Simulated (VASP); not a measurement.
# Hf (P2_1/m) in VASP: single point with PBE

Aim: the single point of Hf with PBE.

All numbers are computed with VASP 6.6.1; they aren't measurements. Logs are shortened: lines on timing, memory, paths and dates and some standing lists are left out, and cuts for length are marked.

**1. The cell of the first run**

It takes space group P2_1/m (No. 11, monoclinic). Conventional cell: a = 3.197 Å, b = 5.058 Å, c = 3.197 Å, α = 90.00°, β = 120.00°, γ = 90.00°. Within 3.8 Å of Hf (site symmetry m) lie 12 Hf at 2.86 to 3.33 Å.

**2. Single point, PBE (atom 1 (Hf) moved by (-0.450, -0.225) A along x and y)**

File INCAR:

```
ALGO = Fast ; EDIFF = 1E-7
ENCUT = 520 ; GGA = PE
ISIF = 2 ; ISMEAR = 0
LASPH = T ; LCHARG = T
LELF = T ; LREAL = F
LVHAR = T ; LWAVE = F
NBANDS = 17 ; NELM = 80
PREC = Accurate ; SIGMA = 0.15
```

File KPOINTS:

```
k-points
0
Gamma
  18 18 10
```

File POSCAR:

```
Hf
1.0
    3.1966985242      0.0000000000      0.0000000000
   -1.5983492621      2.7684221302      0.0000000000
    0.0000000000      0.0000000000      5.0578000000
Hf
2
Direct
    0.1519262328      0.5853929340      0.2500000000
    0.6666666667      0.3333333333      0.7500000000
```

Potentials or basis: VASP PAW PBE potentials, release 64 (Hf_pv).

Run with:

```bash
$ cat potpaw_PBE.64/Hf_pv/POTCAR > POTCAR
$ mpirun -np 1 vasp_std > vasp.out
```

OUTCAR:

```text
EDIFF = 1E-7
   ENCUT = 520
   GGA = PE
   ISIF = 2
   ISMEAR = 0
   LASPH = T
   LREAL = F
   NELM = 80
   PREC = Accurate

 ion  position               nearest neighbor table
   1  0.152  0.585  0.250-   2 2.86   2 2.86   2 3.30   2 3.30   2 3.33   2 3.33
   2  0.667  0.333  0.750-   1 2.86   1 2.86   1 3.30   1 3.30   1 3.33   1 3.33

  LATTYP: Found a hexagonal cell.
 ALAT       =     3.1966985242
 C/A-ratio  =     1.5821948681

  Lattice vectors:

 A1 = (   3.1966985242,   0.0000000000,   0.0000000000)
 A2 = (  -1.5983492621,   2.7684221302,   0.0000000000)
 A3 = (   0.0000000000,   0.0000000000,   5.0578000000)

Analysis of symmetry for initial positions (statically):
=====================================================================
 Subroutine PRICEL returns:
 Original cell was already a primitive cell.

 Routine SETGRP: Setting up the symmetry group for a
 hexagonal supercell.

 Subroutine GETGRP returns: Found  4 space group operations
 (whereof  1 operations were pure point group operations)
 out of a pool of 24 trial point group operations.

The static configuration has the point symmetry C_1 .
 The point group associated with its full space group is C_2h.

Analysis of symmetry for dynamics (positions and initial velocities):
=====================================================================
 Subroutine PRICEL returns:
 Original cell was already a primitive cell.

 Routine SETGRP: Setting up the symmetry group for a
 hexagonal supercell.

 Subroutine GETGRP returns: Found  4 space group operations
 (whereof  1 operations were pure point group operations)
 out of a pool of 24 trial point group operations.

The dynamic configuration has the point symmetry C_1 .
 The point group associated with its full space group is C_2h.

 Subroutine INISYM returns: Found  4 space group operations
 (whereof  1 operations are pure point group operations),
 and found     1 'primitive' translations

----------------------------------------------------------------------------------------

                                     Primitive cell

  volume of cell :      44.7606

  direct lattice vectors                    reciprocal lattice vectors
     3.196698524  0.000000000  0.000000000     0.312822743  0.180608295  0.000000000
    -1.598349262  2.768422130  0.000000000     0.000000000  0.361216589  0.000000000
     0.000000000  0.000000000  5.057800000     0.000000000  0.000000000  0.197714421

  length of vectors
     3.196698524  3.196698524  5.057800000     0.361216589  0.361216589  0.197714421

  position of ions in fractional coordinates (direct lattice)
     0.151926233  0.585392934  0.250000000
     0.666666667  0.333333333  0.750000000

  ion indices of the primitive-cell ions
   primitive index   ion index
                 1           1
                 2           2

----------------------------------------------------------------------------------------

 KPOINTS: k-points

Automatic generation of k-mesh.
 Grid dimensions read from file:
 generate k-points for:   18   18   10

 Generating k-lattice:

  Cartesian coordinates                     Fractional coordinates (reciprocal lattice)
     0.017379041  0.010033794  0.000000000     0.055555556  0.000000000  0.000000000
     0.000000000  0.020067588  0.000000000     0.000000000  0.055555556  0.000000000
     0.000000000  0.000000000  0.019771442     0.000000000  0.000000000  0.100000000

  Length of vectors
     0.020067588  0.020067588  0.019771442

  Shift w.r.t. Gamma in fractional coordinates (k-lattice)
     0.000000000  0.000000000  0.000000000

 Subroutine IBZKPT returns following result:
 ===========================================

 Found    984 irreducible k-points:

 Following reciprocal coordinates:
            Coordinates               Weight
  0.000000  0.000000  0.000000      1.000000
  0.055556  0.000000  0.000000      2.000000
  0.000000  0.055556  0.000000      2.000000
 -0.055556  0.055556  0.000000      2.000000
  0.111111  0.000000  0.000000      2.000000
  0.000000  0.111111  0.000000      2.000000
[... 16 lines left out ...]
  0.444444 -0.000000  0.000000      2.000000
  0.000000  0.444444  0.000000      2.000000
 [... further k-points ...]
   k-points           NKPTS =    984   k-points in BZ     NKDIM =    984   number of bands    NBANDS=     17
   number of dos      NEDOS =    301   number of ions     NIONS =      2
   total plane-waves  NPLWV =  23040
   dimension x,y,z NGX =    24 NGY =   24 NGZ =   40
   dimension x,y,z NGXF=    48 NGYF=   48 NGZF=   80
   ions per type =               2
   NGX,Y,Z   is equivalent  to a cutoff of  12.48, 12.48, 13.15 a.u.
   NGXF,Y,Z  is equivalent  to a cutoff of  24.96, 24.96, 26.30 a.u.
 SYSTEM =  unknown system
   PREC   = accura    normal or accurate (medium, high low for compatibility)
   ISTART =      0    job   : 0-new  1-cont  2-samecut
   ICHARG =      2    charge: 1-file 2-atom 10-const
   ISPIN  =      1    spin polarized calculation?
   LNONCOLLINEAR =      F non collinear calculations
   LSORBIT =      F    spin-orbit coupling
   LASPH  =      T    aspherical Exc in radial PAW
   ENCUT  =  520.0 eV  38.22 Ry    6.18 a.u.   5.94  5.94  9.40*2*pi/ulx,y,z
   NELM   =     80;   NELMIN=  2; NELMDL= -5     # of ELM steps
   EDIFF  = 0.1E-06   stopping-criterion for ELM
   LREAL  =      F    real-space projection
   EDIFFG = 0.1E-05   stopping-criterion for IOM
   NSW    =      0    number of steps for IOM
   IBRION =     -1    ionic relax: 0-MD 1-quasi-New 2-CG
   NFREE  =      0    steps in history (QN), initial steepest desc. (CG)
   ISIF   =      2    stress and relaxation
   ISYM   =      2    0-nonsym 1-usesym 2-fastsym
   POTIM  = 0.5000    time-step for ionic-motion
   TEBEG  =    0.0;   TEEND  =   0.0 temperature during run
   PSTRESS=    0.0 pullay stress
   NELECT =      20.0000    total number of electrons
   NUPDOWN=      -1.0000    fix difference up-down
   EMIN   =  10.00;   EMAX   =-10.00  energy-range for DOS
   EFERMI =   0.00;   METHOD = LEGACY
   ISMEAR =     0;   SIGMA  =   0.15  broadening in eV -4-tet -1-fermi 0-gaus
   EFERMI_NEDOS =   21; number of points for ismear=-14 and -15
   IALGO  =     68    algorithm
   IMIX   =      4    mixing-type and parameters
     AMIX     =   0.40;   BMIX     =  1.00
     AMIX_MAG =   1.60;   BMIX_MAG =  1.00
  volume/ion in A,a.u.               =      22.38       151.03
  Fermi-wavevector in a.u.,A,eV,Ry     =   1.251564  2.365112 21.312324  1.566412
  Thomas-Fermi vector in A             =   2.385505
   LORBIT       =      0    0 simple, 1 ext, 2 COOP (PROOUT), +10 PAW based schemes
   GGA     = PE    functional components
   LHFCALC =     F    Hartree Fock is set to
   AEXX    =    0.0000 exact exchange contribution
   IVDW    =     0    specifies the selected vdW correction
   LEPSILON=     F    determine dielectric tensor
   LRPA    =     F    only Hartree local field effects (RPA)
 non-spin polarized calculation
 RMM-DIIS sequential band-by-band and
 Gauss-broadening in eV      SIGMA  =   0.15
  energy-cutoff  :      520.00
  volume of cell :       44.76
 maximum number of plane-waves:      1236
   NGX = 11   NGY = 11   NGZ = 19

 number of electron      20.0000003 magnetization

 Free energy of the ion-electron system (eV)
  ---------------------------------------------------
  ext. energy  EPLUGINS =         0.00000000
  ---------------------------------------------------
  free energy    TOTEN  =       -19.61286182 eV

  energy without entropy =      -19.59044040  energy(sigma->0) =      -19.60165111

 E-fermi :   4.7220     XC(G=0): -11.2739

 val. band max:        4.7191573902   @ k =  -0.0556   0.1111   0.2000
 cond. band min:       4.7239153694   @ k =   0.4444  -0.1111  -0.3000
 fundamental gap:      0.0047579791
 Fermi energy:         4.7220152242

 k-point     1 :       0.0000    0.0000    0.0000
  band No.  band energies     occupation
      1     -26.3079      2.00000
      2     -25.4816      2.00000
      3     -25.4105      2.00000
      4     -25.3870      2.00000
      5     -25.2855      2.00000
      6     -25.2256      2.00000
[... 9 lines left out ...]
     16       8.5734      0.00000
     17       8.9841      0.00000

 k-point     2 :       0.0556    0.0000    0.0000
  band No.  band energies     occupation
      1     -26.2995      2.00000
      2     -25.4978      2.00000
      3     -25.4233      2.00000
      4     -25.3823      2.00000
      5     -25.3049      2.00000
      6     -25.2299      2.00000
[... 9 lines left out ...]
     16       8.2258      0.00000
     17       9.3216      0.00000

 k-point     3 :       0.0000    0.0556    0.0000
  band No.  band energies     occupation
      1     -26.3016      2.00000
      2     -25.4906      2.00000
      3     -25.4263      2.00000
      4     -25.3979      2.00000
      5     -25.2931      2.00000
      6     -25.2275      2.00000
[... 9 lines left out ...]
     16       8.6083      0.00000
     17       9.0022      0.00000

 k-point     4 :      -0.0556    0.0556    0.0000
  band No.  band energies     occupation
      1     -26.3019      2.00000
      2     -25.4894      2.00000
      3     -25.4283      2.00000
      4     -25.3979      2.00000
      5     -25.2922      2.00000
      6     -25.2272      2.00000
[... 9 lines left out ...]
     16       8.5677      0.00000
     17       9.0706      0.00000
[... 343 lines left out ...]
      1     -26.1167      2.00000
      2     -25.9728      2.00000
      3     -25.8072      2.00000
      4     -25.5903      2.00000
      5     -25.4138      2.00000
      6     -25.2859      2.00000
[... 9 lines left out ...]
     16       9.9489      0.00000
     17      10.4414      0.00000

 k-point    23 :       0.4444   -0.0000    0.0000
  band No.  band energies     occupation
      1     -25.9710      2.00000
      2     -25.9657      2.00000
      3     -25.8879      2.00000
      4     -25.6212      2.00000
      5     -25.4353      2.00000
      6     -25.4328      2.00000
[... 9 lines left out ...]
     16      11.0994      0.00000
     17      11.1729      0.00000

 k-point    24 :       0.0000    0.4444    0.0000
  band No.  band energies     occupation
      1     -26.0818      2.00000
      2     -26.0202      2.00000
      3     -25.8541      2.00000
      4     -25.5952      2.00000
      5     -25.4315      2.00000
      6     -25.3093      2.00000
[... 9 lines left out ...]
     16      10.6803      0.00000
     17      10.8934      0.00000

 [... further k-points ...]

------------------------ aborting loop because EDIFF is reached ----------------------------------------

  FORCE on cell =-STRESS in cart. coord.  units (eV):
  Direction    XX          YY          ZZ          XY          YZ          ZX
  --------------------------------------------------------------------------------------
  -------------------------------------------------------------------------------------
  Total        0.0459396     -1.1502204      0.8469716      1.1083534      0.0000000      0.0000000
  in kB        1.6443788    -41.1714344     30.3168291     39.6728303      0.0000000      0.0000000
  external PRESSURE =      -3.0700755 kB  Pullay stress =       0.0000000 kB

 VOLUME and BASIS-vectors are now :
 -----------------------------------------------------------------------------
  energy-cutoff  :      520.00
  volume of cell :       44.76
      direct lattice vectors                 reciprocal lattice vectors
     3.196698524  0.000000000  0.000000000     0.312822743  0.180608295  0.000000000
    -1.598349262  2.768422130  0.000000000     0.000000000  0.361216589  0.000000000
     0.000000000  0.000000000  5.057800000     0.000000000  0.000000000  0.197714421

 POSITION                                       TOTAL-FORCE (eV/Angst)
 -----------------------------------------------------------------------------------
     -0.45000      1.62061      1.26445         0.809732      0.443908      0.000000
      1.59835      0.92281      3.79335        -0.809732     -0.443908      0.000000
 -----------------------------------------------------------------------------------
    total drift:                               -0.000004     -0.000002     -0.000000

  FREE ENERGIE OF THE ION-ELECTRON SYSTEM (eV)
  ---------------------------------------------------
  free  energy   TOTEN  =       -19.6128618202 eV

  energy  without entropy=      -19.5904403973  energy(sigma->0) =      -19.60165111
```

Run time: 3.9 min. Hardware: 1 thread of Intel Xeon 6975P-C (Granite Rapids), shared host; peak memory 0.67 GiB.

What came out:

| Item | Value |
| --- | --- |
| Free energy | -19.6129 eV |
| Pressure | -0.3 GPa |
| Largest force | 0.923 eV/Å |
| Band gap on the k mesh | zero (bands 10 and 11 overlap by 1.45 eV) |

Forces in eV/Å, atoms in the order of the input:
```
Hf   0.810  0.444  0.000
Hf  -0.810 -0.444  0.000
```

Caveat: the cell differs from its parent crystal (atom 1 (Hf) moved by (-0.450, -0.225) A along x and y); the stress differs along the axes, from -4 to 3 GPa; spin-orbit coupling is left out, which moves the levels of the heavy elements.
